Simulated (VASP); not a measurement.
# Cu in VASP: further runs

Runs on Cu. Level: PBE. Tasks: electric field gradients.

All numbers are computed with VASP 6.6.1; they aren't measurements. Logs are shortened: lines on timing, memory, paths and dates and some standing lists are left out, and cuts for length are marked.

**1. The cell of the first run**

It takes space group Fm-3m (No. 225, cubic). The conventional cell has a = 3.615 Å, b = 3.615 Å, c = 3.615 Å, α = 90.00°, β = 90.00°, γ = 90.00°. Cu (site symmetry m-3m) has 12 Cu at 2.56 Å within 3.4 Å.

**2. Electric field gradients, PBE**

File INCAR:

```
SYSTEM = Cu
PREC = Accurate ; ENCUT = 520
EDIFF = 1E-8 ; ISMEAR = -1
SIGMA = 0.03 ; LREAL = .FALSE.
LASPH = .TRUE. ; NELM = 120
ALGO = Normal ; ISIF = 2
LWAVE = .FALSE. ; LCHARG = .FALSE.
GGA = PE ; LEFG = .TRUE.
NBANDS = 12 ; GGA_COMPAT = .FALSE.
```

File KPOINTS:

```
Automatic mesh
0
G
  17 17 17
  0 0 0
```

File POSCAR:

```
Cu
1.0
    0.0000000000      1.8075000000      1.8075000000
    1.8075000000      0.0000000000      1.8075000000
    1.8075000000      1.8075000000      0.0000000000
Cu
1
Direct
    0.0000000000      0.0000000000      0.0000000000
```

Potentials or basis: VASP PAW PBE potentials, release 64 (Cu).

Started as:

```console
> cat potpaw_PBE.64/Cu/POTCAR > POTCAR
> mpirun -np 1 vasp_std > vasp.out
```

OUTCAR:

```text
SYSTEM = Cu
   PREC = Accurate
   ENCUT = 520
   EDIFF = 1E-8
   ISMEAR = -1
   LREAL = .FALSE.
   LASPH = .TRUE.
   NELM = 120
   ISIF = 2
   GGA = PE

 ion  position               nearest neighbor table
   1  0.000  0.000  0.000-

  LATTYP: Found a face centered cubic cell.
 ALAT       =     3.6150000000

  Lattice vectors:

 A1 = (   0.0000000000,   1.8075000000,   1.8075000000)
 A2 = (   1.8075000000,   0.0000000000,   1.8075000000)
 A3 = (   1.8075000000,   1.8075000000,   0.0000000000)

Analysis of symmetry for initial positions (statically):
=====================================================================
 Subroutine PRICEL returns:
 Original cell was already a primitive cell.

 Routine SETGRP: Setting up the symmetry group for a
 face centered cubic supercell.

 Subroutine GETGRP returns: Found 48 space group operations
 (whereof 48 operations were pure point group operations)
 out of a pool of 48 trial point group operations.

The static configuration has the point symmetry O_h .

Analysis of symmetry for dynamics (positions and initial velocities):
=====================================================================
 Subroutine PRICEL returns:
 Original cell was already a primitive cell.

 Routine SETGRP: Setting up the symmetry group for a
 face centered cubic supercell.

 Subroutine GETGRP returns: Found 48 space group operations
 (whereof 48 operations were pure point group operations)
 out of a pool of 48 trial point group operations.

The dynamic configuration has the point symmetry O_h .

 Subroutine INISYM returns: Found 48 space group operations
 (whereof 48 operations are pure point group operations),
 and found     1 'primitive' translations

----------------------------------------------------------------------------------------

                                     Primitive cell

  volume of cell :      11.8104

  direct lattice vectors                    reciprocal lattice vectors
     0.000000000  1.807500000  1.807500000    -0.276625173  0.276625173  0.276625173
     1.807500000  0.000000000  1.807500000     0.276625173 -0.276625173  0.276625173
     1.807500000  1.807500000  0.000000000     0.276625173  0.276625173 -0.276625173

  length of vectors
     2.556191014  2.556191014  2.556191014     0.479128854  0.479128854  0.479128854

  position of ions in fractional coordinates (direct lattice)
     0.000000000  0.000000000  0.000000000

  ion indices of the primitive-cell ions
   primitive index   ion index
                 1           1

----------------------------------------------------------------------------------------

 KPOINTS: Automatic mesh

Automatic generation of k-mesh.
 Grid dimensions read from file:
 generate k-points for:   17   17   17

 Generating k-lattice:

  Cartesian coordinates                     Fractional coordinates (reciprocal lattice)
    -0.016272069  0.016272069  0.016272069     0.058823529  0.000000000  0.000000000
     0.016272069 -0.016272069  0.016272069     0.000000000  0.058823529  0.000000000
     0.016272069  0.016272069 -0.016272069     0.000000000  0.000000000  0.058823529

  Length of vectors
     0.028184050  0.028184050  0.028184050

  Shift w.r.t. Gamma in fractional coordinates (k-lattice)
     0.000000000  0.000000000  0.000000000

 Subroutine IBZKPT returns following result:
 ===========================================

 Found    165 irreducible k-points:

 Following reciprocal coordinates:
            Coordinates               Weight
  0.000000  0.000000  0.000000      1.000000
  0.058824  0.000000  0.000000      8.000000
  0.117647  0.000000  0.000000      8.000000
  0.176471  0.000000  0.000000      8.000000
  0.235294  0.000000  0.000000      8.000000
  0.294118  0.000000  0.000000      8.000000
[... 16 lines left out ...]
 -0.176471  0.058824  0.000000     24.000000
 -0.117647  0.058824  0.000000     24.000000
 [... further k-points ...]
   k-points           NKPTS =    165   k-points in BZ     NKDIM =    165   number of bands    NBANDS=     12
   number of dos      NEDOS =    301   number of ions     NIONS =      1
   total plane-waves  NPLWV =   8000
   dimension x,y,z NGX =    20 NGY =   20 NGZ =   20
   dimension x,y,z NGXF=    40 NGYF=   40 NGZF=   40
   ions per type =               1
   NGX,Y,Z   is equivalent  to a cutoff of  13.01, 13.01, 13.01 a.u.
   NGXF,Y,Z  is equivalent  to a cutoff of  26.01, 26.01, 26.01 a.u.
 SYSTEM =  Cu
   PREC   = accura    normal or accurate (medium, high low for compatibility)
   ISTART =      0    job   : 0-new  1-cont  2-samecut
   ICHARG =      2    charge: 1-file 2-atom 10-const
   ISPIN  =      1    spin polarized calculation?
   LNONCOLLINEAR =      F non collinear calculations
   LSORBIT =      F    spin-orbit coupling
   LASPH  =      T    aspherical Exc in radial PAW
   ENCUT  =  520.0 eV  38.22 Ry    6.18 a.u.   4.75  4.75  4.75*2*pi/ulx,y,z
   NELM   =    120;   NELMIN=  2; NELMDL= -5     # of ELM steps
   EDIFF  = 0.1E-07   stopping-criterion for ELM
   LREAL  =      F    real-space projection
   EDIFFG = 0.1E-06   stopping-criterion for IOM
   NSW    =      0    number of steps for IOM
   IBRION =     -1    ionic relax: 0-MD 1-quasi-New 2-CG
   NFREE  =      0    steps in history (QN), initial steepest desc. (CG)
   ISIF   =      2    stress and relaxation
   ISYM   =      2    0-nonsym 1-usesym 2-fastsym
   POTIM  = 0.5000    time-step for ionic-motion
   TEBEG  =    0.0;   TEEND  =   0.0 temperature during run
   PSTRESS=    0.0 pullay stress
   NELECT =      11.0000    total number of electrons
   NUPDOWN=      -1.0000    fix difference up-down
   EMIN   =  10.00;   EMAX   =-10.00  energy-range for DOS
   EFERMI =   0.00;   METHOD = LEGACY
   ISMEAR =    -1;   SIGMA  =   0.03  broadening in eV -4-tet -1-fermi 0-gaus
   EFERMI_NEDOS =   21; number of points for ismear=-14 and -15
   IALGO  =     38    algorithm
   IMIX   =      4    mixing-type and parameters
     AMIX     =   0.40;   BMIX     =  1.00
     AMIX_MAG =   1.60;   BMIX_MAG =  1.00
  volume/ion in A,a.u.               =      11.81        79.70
  Fermi-wavevector in a.u.,A,eV,Ry     =   1.598763  3.021224 34.777078  2.556043
  Thomas-Fermi vector in A             =   2.696162
   LORBIT       =      0    0 simple, 1 ext, 2 COOP (PROOUT), +10 PAW based schemes
   GGA     = PE    functional components
   LHFCALC =     F    Hartree Fock is set to
   AEXX    =    0.0000 exact exchange contribution
   IVDW    =     0    specifies the selected vdW correction
   LEPSILON=     F    determine dielectric tensor
   LRPA    =     F    only Hartree local field effects (RPA)
 non-spin polarized calculation
  energy-cutoff  :      520.00
  volume of cell :       11.81
 maximum number of plane-waves:       331
   NGX =  9   NGY =  9   NGZ =  9

 number of electron      11.0000001 magnetization

 Free energy of the ion-electron system (eV)
  ---------------------------------------------------
  ext. energy  EPLUGINS =         0.00000000
  ---------------------------------------------------
  free energy    TOTEN  =        -3.72540282 eV

  energy without entropy =       -3.72452331  energy(sigma->0) =       -3.72496307

 E-fermi :   7.6699     XC(G=0): -12.7271

 val. band max:        7.5471399899   @ k =  -0.4706   0.1176   0.0588
 cond. band min:       7.6871410835   @ k =  -0.3529   0.1765   0.0000
 fundamental gap:      0.1400010936
 Fermi energy:         7.6699095303

 k-point     1 :       0.0000    0.0000    0.0000
  band No.  band energies     occupation
      1      -1.7665      2.00000
      2       4.5481      2.00000
      3       4.5481      2.00000
      4       4.5481      2.00000
      5       5.3694      2.00000
      6       5.3694      2.00000
      7      30.1794      0.00000
      8      32.8230      0.00000
      9      32.8230      0.00000
     10      32.8230      0.00000
     11      35.3127      0.00000
     12      35.3127      0.00000

 k-point     2 :       0.0588    0.0000    0.0000
  band No.  band energies     occupation
      1      -1.6403      2.00000
      2       4.5214      2.00000
      3       4.5720      2.00000
      4       4.5720      2.00000
      5       5.3600      2.00000
      6       5.3600      2.00000
      7      29.4332      0.00000
      8      31.3880      0.00000
      9      32.4200      0.00000
     10      32.4200      0.00000
     11      35.8943      0.00000
     12      35.8943      0.00000
[... 316 lines left out ...]
 k-point    24 :      -0.1176    0.0588    0.0000
  band No.  band energies     occupation
      1      -0.9808      2.00000
      2       4.3862      2.00000
      3       4.6782      2.00000
      4       4.6820      2.00000
      5       5.2636      2.00000
      6       5.4064      2.00000
      7      25.8283      0.00000
      8      28.3660      0.00000
      9      31.9623      0.00000
     10      33.2600      0.00000
     11      35.8019      0.00000
     12      36.2620      0.00000

 [... further k-points ...]

------------------------ aborting loop because EDIFF is reached ----------------------------------------

  FORCE on cell =-STRESS in cart. coord.  units (eV):
  Direction    XX          YY          ZZ          XY          YZ          ZX
  --------------------------------------------------------------------------------------
  -------------------------------------------------------------------------------------
  Total        0.1534135      0.1534135      0.1534135      0.0000000     -0.0000000      0.0000000
  in kB       20.8117776     20.8117776     20.8117776      0.0000000     -0.0000000      0.0000000
  external PRESSURE =      20.8117776 kB  Pullay stress =       0.0000000 kB

 VOLUME and BASIS-vectors are now :
 -----------------------------------------------------------------------------
  energy-cutoff  :      520.00
  volume of cell :       11.81
      direct lattice vectors                 reciprocal lattice vectors
     0.000000000  1.807500000  1.807500000    -0.276625173  0.276625173  0.276625173
     1.807500000  0.000000000  1.807500000     0.276625173 -0.276625173  0.276625173
     1.807500000  1.807500000  0.000000000     0.276625173  0.276625173 -0.276625173

 POSITION                                       TOTAL-FORCE (eV/Angst)
 -----------------------------------------------------------------------------------
      0.00000      0.00000      0.00000         0.000000     -0.000000     -0.000000
 -----------------------------------------------------------------------------------
    total drift:                                0.000000      0.000000      0.000000

  FREE ENERGIE OF THE ION-ELECTRON SYSTEM (eV)
  ---------------------------------------------------
  free  energy   TOTEN  =        -3.7254028225 eV

  energy  without entropy=       -3.7245233149  energy(sigma->0) =       -3.72496307

 Electric field gradients (V/A^2)
---------------------------------------------------------------------
 ion       V_xx      V_yy      V_zz      V_xy      V_xz      V_yz
---------------------------------------------------------------------
   1      -0.000     0.000    -0.000     0.003     0.003     0.003
---------------------------------------------------------------------

 Electric field gradients after diagonalization (V/A^2)
 (convention: |V_zz| > |V_xx| > |V_yy|)
----------------------------------------------------------------------
 ion       V_xx      V_yy      V_zz     asymmetry (V_yy - V_xx)/ V_zz
----------------------------------------------------------------------
   1      -0.003    -0.003     0.005       0.000
----------------------------------------------------------------------

           NMR quadrupolar parameters

 Cq : quadrupolar parameter    Cq=e*Q*V_zz/h
 eta: asymmetry parameters     (V_yy - V_xx)/ V_zz
 Q  : nuclear electric quadrupole moment in mb (millibarn)
----------------------------------------------------------------------
 ion       Cq(MHz)       eta       Q (mb)
----------------------------------------------------------------------
   1       0.000       0.000       1.000
----------------------------------------------------------------------
```

Wall time 39 s (1 thread of AMD EPYC 7R13, shared host); peak memory 0.14 GiB.

What came out:

- Free energy: -3.7254 eV
- Pressure: 2.1 GPa
- Band gap on the k mesh: zero (an odd number of electrons rules out a gap without spin polarisation)
- Largest electric field gradient by atom: under 0.05 V/Å² on every atom

**3. Electric field gradients, PBE (z stretched by +3 % at fixed volume)**

File INCAR:

```
SYSTEM = Cu
PREC = Accurate
ENCUT = 520
EDIFF = 1E-8
ISMEAR = -1
SIGMA = 0.03
LREAL = .False.
LASPH = .True.
NELM = 120
ALGO = Normal
ISIF = 2
LWAVE = .False.
LCHARG = .False.
GGA = PE
LEFG = .True.
NBANDS = 12
GGA_COMPAT = .False.
```

File KPOINTS:

```
regular mesh
0
Gamma
  17 17 17
  0 0 0
```

File POSCAR:

```
Cu
1.0
    0.0000000000      1.7809826704      1.8617250000
    1.7809826704      0.0000000000      1.8617250000
    1.7809826704      1.7809826704      0.0000000000
Cu
1
Direct
    0.0000000000      0.0000000000      0.0000000000
```

Potentials or basis: VASP PAW PBE potentials, release 64 (Cu).

Started as:

```console
> cat potpaw_PBE.64/Cu/POTCAR > POTCAR
> mpirun -np 1 vasp_std > vasp.out
```

OUTCAR:

```text
SYSTEM = Cu
   PREC = Accurate
   ENCUT = 520
   EDIFF = 1E-8
   ISMEAR = -1
   LREAL = .False.
   LASPH = .True.
   NELM = 120
   ISIF = 2
   GGA = PE

 ion  position               nearest neighbor table
   1  0.000  0.000  0.000-

  LATTYP: Found a body centered tetragonal cell.
 ALAT       =     2.5186898468
 C/A-ratio  =     1.4783281096

  Lattice vectors:

 A1 = (  -1.7809826704,   0.0000000000,   1.8617250000)
 A2 = (   1.7809826704,   0.0000000000,   1.8617250000)
 A3 = (   0.0000000000,   1.7809826704,  -1.8617250000)

Analysis of symmetry for initial positions (statically):
[... 563 lines left out ...]

  FREE ENERGIE OF THE ION-ELECTRON SYSTEM (eV)
  ---------------------------------------------------
  free  energy   TOTEN  =        -3.7218883292 eV

  energy  without entropy=       -3.7204852622  energy(sigma->0) =       -3.72118680

 Electric field gradients (V/A^2)
---------------------------------------------------------------------
 ion       V_xx      V_yy      V_zz      V_xy      V_xz      V_yz
---------------------------------------------------------------------
   1      -1.166    -1.166     2.333     0.005     0.001     0.001
---------------------------------------------------------------------

 Electric field gradients after diagonalization (V/A^2)
 (convention: |V_zz| > |V_xx| > |V_yy|)
----------------------------------------------------------------------
 ion       V_xx      V_yy      V_zz     asymmetry (V_yy - V_xx)/ V_zz
----------------------------------------------------------------------
   1      -1.172    -1.161     2.333       0.005
----------------------------------------------------------------------

           NMR quadrupolar parameters

 Cq : quadrupolar parameter    Cq=e*Q*V_zz/h
 eta: asymmetry parameters     (V_yy - V_xx)/ V_zz
 Q  : nuclear electric quadrupole moment in mb (millibarn)
----------------------------------------------------------------------
 ion       Cq(MHz)       eta       Q (mb)
----------------------------------------------------------------------
   1       0.006       0.005       1.000
----------------------------------------------------------------------
```

OSZICAR:

```text
N       E                     dE             d eps       ncg     rms          rms(c)
DAV:   1     0.424179382848E+02    0.42418E+02   -0.54258E+03 10836   0.155E+03
DAV:   2    -0.324079096475E+01   -0.45659E+02   -0.42121E+02  9972   0.204E+02
DAV:   3    -0.461903029192E+01   -0.13782E+01   -0.13660E+01 11372   0.403E+01
DAV:   4    -0.462770157918E+01   -0.86713E-02   -0.86700E-02 11028   0.283E+00
DAV:   5    -0.462778151719E+01   -0.79938E-04   -0.79936E-04 11456   0.276E-01    0.767E+00
DAV:   6    -0.409805107420E+01    0.52973E+00   -0.14427E+01 11656   0.720E+01    0.391E+00
DAV:   7    -0.373482351766E+01    0.36323E+00   -0.22810E+00 11596   0.285E+01    0.609E-01
DAV:   8    -0.372314789072E+01    0.11676E-01   -0.46038E-03 11632   0.784E-01    0.267E-01
DAV:   9    -0.372188600695E+01    0.12619E-02   -0.76709E-03 12464   0.152E+00    0.284E-02
DAV:  10    -0.372188924189E+01   -0.32349E-05   -0.34585E-05 14260   0.959E-02    0.812E-03
DAV:  11    -0.372188822404E+01    0.10179E-05   -0.78352E-07 12088   0.160E-02    0.354E-04
DAV:  12    -0.372188829747E+01   -0.73438E-07   -0.13722E-08  7644   0.161E-03    0.118E-04
DAV:  13    -0.372188832297E+01   -0.25500E-07   -0.26424E-09  6748   0.760E-04    0.229E-05
DAV:  14    -0.372188832917E+01   -0.61971E-08   -0.46506E-10  5648   0.355E-04
   1 F= -.37218883E+01 E0= -.37211868E+01  d E =-.140307E-02
```

stdout:

```text
POSCAR found type information on POSCAR Cu
 POSCAR found :  1 types and       1 ions
 scaLAPACK will be used
 LDA part: xc-table for (Slater+PW92), standard interpolation
 POSCAR, INCAR and KPOINTS ok, starting setup
 FFT: planning ... GRIDC
 FFT: planning ... GRID_SOFT
 FFT: planning ... GRID
 WAVECAR not read
 entering main loop
ion   1
```

It took 81 s on 1 thread of AMD EPYC 7R13, shared host; peak memory 0.17 GiB.

What came out:

| Item | Value |
| --- | --- |
| Free energy | -3.7219 eV |
| Pressure | 2.2 GPa |
| Band gap on the k mesh | zero (an odd number of electrons rules out a gap without spin polarisation) |
| Largest electric field gradient by atom | Cu +2.3 V/Å² |

Stress tensor (GPa, compression positive):
```
3.31 0.00 0.00
0.00 3.31 0.00
0.00 0.00 0.03
```

Levels at points of the mesh, in eV from the Fermi level:
```
           k point  band 3  band 4  band 5  band 6  band 7  band 8  band 9  band 10
(0.00, 0.00, 0.00)   -3.01   -3.01   -2.38   -2.16   22.58   25.10   25.26    25.26
```

Electric field gradients, principal values (V/Å²):
| atom | least | middle | greatest (by size) |
| --- | --- | --- | --- |
| 1 Cu | -1.161 | -1.172 | 2.333 |

Caveat: without QUAD_EFG the Cq values of the log hold for a quadrupole moment of 1 mb, not for the nuclei.

The gap in the log of VASP goes by the Fermi energy; the results here count the filled bands.